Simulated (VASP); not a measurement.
# O (Fm-3m) in VASP: a series of runs, part 2 of 2

VASP 6.6.1. Earlier steps stand in the parts before.

## Step 4: Single point, PBE (volume scaled by 0.8)

Input file INCAR:

```
ALGO = Normal ; EDIFF = 1E-6
ENCUT = 520 ; GGA = PE
ISIF = 2 ; ISMEAR = -1
LASPH = True ; LCHARG = False
LREAL = False ; LWAVE = False
NBANDS = 9 ; NELM = 60
PREC = Accurate ; SIGMA = 0.1
```

Input file KPOINTS:

```
k-points
0
Gamma
  20 20 20
```

Input file POSCAR:

```
O
1.0
    0.0000000000      1.4750991579      1.4750991579
    1.4750991579      0.0000000000      1.4750991579
    1.4750991579      1.4750991579      0.0000000000
O
1
Direct
    0.0000000000      0.0000000000      0.0000000000
```

Potentials or basis: VASP PAW PBE potentials, release 64 (O).

The run is started by

```
> cat potpaw_PBE.64/O/POTCAR > POTCAR
> mpirun -np 1 vasp_std > vasp.out
```

OUTCAR:

```text
EDIFF = 1E-6
   ENCUT = 520
   GGA = PE
   ISIF = 2
   ISMEAR = -1
   LASPH = True
   LREAL = False
   NELM = 60
   PREC = Accurate

 ion  position               nearest neighbor table
   1  0.000  0.000  0.000-

  LATTYP: Found a face centered cubic cell.
 ALAT       =     2.9501983158

  Lattice vectors:

 A1 = (   0.0000000000,   1.4750991579,   1.4750991579)
 A2 = (   1.4750991579,   0.0000000000,   1.4750991579)
 A3 = (   1.4750991579,   1.4750991579,   0.0000000000)

Analysis of symmetry for initial positions (statically):
=====================================================================
 Subroutine PRICEL returns:
 Original cell was already a primitive cell.

 Routine SETGRP: Setting up the symmetry group for a
 face centered cubic supercell.

 Subroutine GETGRP returns: Found 48 space group operations
 (whereof 48 operations were pure point group operations)
 out of a pool of 48 trial point group operations.

The static configuration has the point symmetry O_h .

Analysis of symmetry for dynamics (positions and initial velocities):
=====================================================================
 Subroutine PRICEL returns:
 Original cell was already a primitive cell.

 Routine SETGRP: Setting up the symmetry group for a
 face centered cubic supercell.

 Subroutine GETGRP returns: Found 48 space group operations
 (whereof 48 operations were pure point group operations)
 out of a pool of 48 trial point group operations.

The dynamic configuration has the point symmetry O_h .

 Subroutine INISYM returns: Found 48 space group operations
 (whereof 48 operations are pure point group operations),
 and found     1 'primitive' translations

----------------------------------------------------------------------------------------

                                     Primitive cell

  volume of cell :       6.4194

  direct lattice vectors                    reciprocal lattice vectors
     0.000000000  1.475099158  1.475099158    -0.338960264  0.338960264  0.338960264
[... 97 lines left out ...]
   EMIN   =  10.00;   EMAX   =-10.00  energy-range for DOS
   EFERMI =   0.00;   METHOD = LEGACY
   ISMEAR =    -1;   SIGMA  =   0.10  broadening in eV -4-tet -1-fermi 0-gaus
   EFERMI_NEDOS =   21; number of points for ismear=-14 and -15
   IALGO  =     38    algorithm
   IMIX   =      4    mixing-type and parameters
     AMIX     =   0.40;   BMIX     =  1.00
     AMIX_MAG =   1.60;   BMIX_MAG =  1.00
  volume/ion in A,a.u.               =       6.42        43.32
  Fermi-wavevector in a.u.,A,eV,Ry     =   1.600641  3.024774 34.858844  2.562053
  Thomas-Fermi vector in A             =   2.697745
   LORBIT       =      0    0 simple, 1 ext, 2 COOP (PROOUT), +10 PAW based schemes
   GGA     = PE    functional components
[... 5 lines left out ...]
 non-spin polarized calculation
  energy-cutoff  :      520.00
  volume of cell :        6.42
 maximum number of plane-waves:       190
   NGX =  7   NGY =  7   NGZ =  7

 number of electron       5.9999998 magnetization

 Free energy of the ion-electron system (eV)
  ---------------------------------------------------
  ext. energy  EPLUGINS =         0.00000000
  ---------------------------------------------------
  free energy    TOTEN  =        -2.09547554 eV

  energy without entropy =       -2.06419042  energy(sigma->0) =       -2.07983298

 E-fermi :   4.9249     XC(G=0): -13.3678

 val. band max:        4.9150367868   @ k =  -0.4000   0.1500   0.0500
 cond. band min:       4.9256567041   @ k =  -0.3500   0.3000   0.1000
 fundamental gap:      0.0106199173
 Fermi energy:         4.9248920457

 k-point     1 :       0.0000    0.0000    0.0000
  band No.  band energies     occupation
      1     -18.8181      2.00000
      2       7.4347      0.00000
      3       7.4347      0.00000
      4       7.4347      0.00000
      5      27.4998      0.00000
      6      42.3070      0.00000
      7      42.3070      0.00000
      8      42.3070      0.00000
      9      47.6343      0.00000
[... 265 lines left out ...]
 k-point    24 :      -0.3500    0.0500    0.0000
  band No.  band energies     occupation
      1     -14.3296      2.00000
      2      -1.4622      2.00000
      3       6.1876      0.00001
      4       6.6126      0.00000
      5      29.6249      0.00000
      6      33.2112      0.00000
      7      39.6256      0.00000
      8      40.5323      0.00000
      9      48.2878      0.00000

 [... further k-points ...]
[... 5 lines left out ...]
  --------------------------------------------------------------------------------------
  -------------------------------------------------------------------------------------
  Total        2.0545069      2.0545069      2.0545069      0.0000000      0.0000000     -0.0000000
  in kB      512.7722951    512.7722951    512.7722951      0.0000000      0.0000000     -0.0000000
  external PRESSURE =     512.7722951 kB  Pullay stress =       0.0000000 kB

 VOLUME and BASIS-vectors are now :
 -----------------------------------------------------------------------------
  energy-cutoff  :      520.00
  volume of cell :        6.42
      direct lattice vectors                 reciprocal lattice vectors
     0.000000000  1.475099158  1.475099158    -0.338960264  0.338960264  0.338960264
     1.475099158  0.000000000  1.475099158     0.338960264 -0.338960264  0.338960264
     1.475099158  1.475099158  0.000000000     0.338960264  0.338960264 -0.338960264

 POSITION                                       TOTAL-FORCE (eV/Angst)
 -----------------------------------------------------------------------------------
      0.00000      0.00000      0.00000        -0.000000     -0.000000     -0.000000
 -----------------------------------------------------------------------------------
    total drift:                                0.000000      0.000000      0.000000

  FREE ENERGIE OF THE ION-ELECTRON SYSTEM (eV)
  ---------------------------------------------------
  free  energy   TOTEN  =        -2.0954755363 eV

  energy  without entropy=       -2.0641904244  energy(sigma->0) =       -2.07983298
```

OSZICAR:

```text
N       E                     dE             d eps       ncg     rms          rms(c)
DAV:   1     0.538256863255E+01    0.53826E+01   -0.38143E+03  5165   0.659E+02
DAV:   2    -0.203657551088E+01   -0.74191E+01   -0.70034E+01  5339   0.855E+01
DAV:   3    -0.209517411027E+01   -0.58599E-01   -0.58144E-01  5007   0.570E+00
DAV:   4    -0.209520084901E+01   -0.26739E-04   -0.26738E-04  4909   0.158E-01
DAV:   5    -0.209520086368E+01   -0.14671E-07   -0.14677E-07  4885   0.339E-03    0.457E-01
DAV:   6    -0.209476227556E+01    0.43859E-03   -0.34142E-03  4757   0.477E-01    0.227E-01
DAV:   7    -0.209534849569E+01   -0.58622E-03   -0.16608E-03  4709   0.353E-01    0.597E-02
DAV:   8    -0.209547786205E+01   -0.12937E-03   -0.95536E-05  4776   0.852E-02    0.642E-03
DAV:   9    -0.209547675037E+01    0.11117E-05   -0.40866E-07  4542   0.699E-03    0.295E-03
DAV:  10    -0.209547556997E+01    0.11804E-05   -0.17704E-07  2414   0.388E-03    0.278E-04
DAV:  11    -0.209547553626E+01    0.33709E-07   -0.10076E-08  2376   0.868E-04
   1 F= -.20954755E+01 E0= -.20798330E+01  d E =-.312851E-01
```

Wall time 9.7 s (1 thread of Intel Xeon 8259CL, shared host); peak memory 0.12 GiB.

Results:

| Item | Value |
| --- | --- |
| Free energy | -2.0955 eV |
| Pressure | 51.3 GPa |
| Band gap on the k mesh | zero (band 3 reaches 7.43 eV, above the bottom of band 4 at 2.73 eV) |

## Step 5: Single point, PBE (volume scaled by 0.9)

Input file INCAR:

```
SYSTEM = O
  PREC = Accurate
  ENCUT = 520
  EDIFF = 1E-6
  ISMEAR = -1
  SIGMA = 0.1
  LREAL = .False.
  LASPH = .True.
  NELM = 60
  ALGO = Normal
  ISIF = 2
  LWAVE = .False.
  LCHARG = .False.
  GGA = PE
  NBANDS = 9
```

Input file KPOINTS:

```
regular mesh
0
Gamma
  20 20 20
  0 0 0
```

Input file POSCAR:

```
O
1.0
    0.0000000000      1.5341649479      1.5341649479
    1.5341649479      0.0000000000      1.5341649479
    1.5341649479      1.5341649479      0.0000000000
O
1
Direct
    0.0000000000      0.0000000000      0.0000000000
```

The run is started by

```
> cat potpaw_PBE.64/O/POTCAR > POTCAR
> mpirun -np 1 vasp_std > vasp.out
```

It took 10 s on 1 thread of Intel Xeon 8259CL, shared host; peak memory 0.12 GiB.

It converged, with:

* Free energy: -2.2646 eV
* Pressure: 18.1 GPa
* Band gap on the k mesh: zero (band 3 reaches 5.35 eV, above the bottom of band 4 at 1.43 eV)

Levels at points of the mesh, in eV from the Fermi level:
```tsv
k point	band 1	band 2	band 3	band 4	band 5	band 6	band 7
(0.00, 0.00, 0.00)	-22.22	2.12	2.12	2.12	20.08	35.83	35.83
(0.50, 0.00, 0.00)	-17.20	-7.62	1.22	1.22	22.74	26.51	33.27
(0.50, 0.50, 0.00)	-15.49	-6.42	-0.85	-0.85	17.39	22.26	31.46
```

## Step 6: Single point, PBE (volume scaled by 0.9)

Input file INCAR:

```
  PREC = Accurate
  ENCUT = 520
  EDIFF = 1E-6
  ISMEAR = -1
  SIGMA = 0.1
  LREAL = False
  LASPH = True
  NELM = 60
  ALGO = Normal
  ISIF = 2
  LWAVE = False
  LCHARG = False
  GGA = PE
  NBANDS = 9
```

Input file KPOINTS:

```
Automatic mesh
0
Gamma
  20 20 20
```

POSCAR is that of step 5.

Potentials or basis: VASP PAW PBE potentials, release 64 (O).

The run is started by

```
> cat potpaw_PBE.64/O/POTCAR > POTCAR
> mpirun -np 1 vasp_std > vasp.out
```

It took 10 s on 1 thread of Intel Xeon 8259CL, shared host; peak memory 0.12 GiB.

The run converged. Its results:

| Quantity | Value |
| --- | --- |
| Free energy | -2.2646 eV |
| Pressure | 18.1 GPa |
| Band gap on the k mesh | zero (band 3 reaches 5.35 eV, above the bottom of band 4 at 1.43 eV) |

Levels at points of the mesh, in eV from the Fermi level:
```
           k point  band 1  band 2  band 3  band 4  band 5  band 6  band 7  band 8
(0.00, 0.00, 0.00)  -22.22    2.12    2.12    2.12   20.08   35.83   35.83   35.83
(0.50, 0.00, 0.00)  -17.20   -7.62    1.22    1.22   22.74   26.51   33.27   33.27
(0.50, 0.50, 0.00)  -15.49   -6.42   -0.85   -0.85   17.39   22.26   31.46   42.11
```

## Step 7: The runs side by side

| cell | gap on the mesh (eV) | pressure (GPa) |
| --- | --- | --- |
| a = 1.995 Å, angles 60.0°, 1 atom | none | 111.8 |
| a = 2.086 Å, angles 60.0°, 1 atom | none | 51.3 |
| a = 2.170 Å, angles 60.0°, 1 atom | none | 18.1 |

Alike in all rows: task single point; level PBE; potentials or basis VASP PAW PBE potentials, release 64 (O); no spin polarisation; k mesh 20 × 20 × 20; cutoff (eV) 520; smearing fermi-dirac 0.1 eV.

Total energies depend on the potentials used, so only differences within one code and one set of settings carry meaning.
